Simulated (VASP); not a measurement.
A run of VASP 6.6.1:

INCAR

```
PREC     = Accurate       # precision mode
ENCUT    = 520            # plane-wave cutoff, eV
EDIFF    = 1E-6           # SCF threshold, eV
ISMEAR   = 0              # smearing method
SIGMA    = 0.05           # smearing width, eV
LREAL    = F              # projectors in reciprocal space
LASPH    = T              # aspherical terms in the spheres
NELM     = 60             # most SCF steps
ALGO     = Normal         # electronic algorithm
ISIF     = 2              # what is computed and relaxed
LWAVE    = F              # write WAVECAR
LCHARG   = F              # write CHGCAR
GGA      = RE             # functional
NBANDS   = 11             # bands
```

KPOINTS

```
regular mesh
0
Gamma
  10 10 10
```

POSCAR

```
MgO
1.0
    0.0000000000      2.1296843977      2.1296843977
    2.1296843977      0.0000000000      2.1296843977
    2.1296843977      2.1296843977      0.0000000000
Mg O
1 1
Direct
    0.0000000000      0.0000000000      0.0000000000
    0.5000000000      0.5000000000      0.5000000000
```

Potentials or basis: VASP PAW PBE potentials, release 64 (Mg, O).

Run with:

```bash
$ cat potpaw_PBE.64/Mg/POTCAR potpaw_PBE.64/O/POTCAR > POTCAR
$ mpirun -np 1 vasp_std > vasp.out
```

Hardware: 1 thread of Intel Xeon 6975P-C, with other jobs on the host.

**Question.** How long does it take, and how much memory?

**Answer.** It took 4.7 s on 1 thread of Intel Xeon 6975P-C, on a shared host, peak memory 0.14 GiB. Counts: scf iterations 12, k points 47.
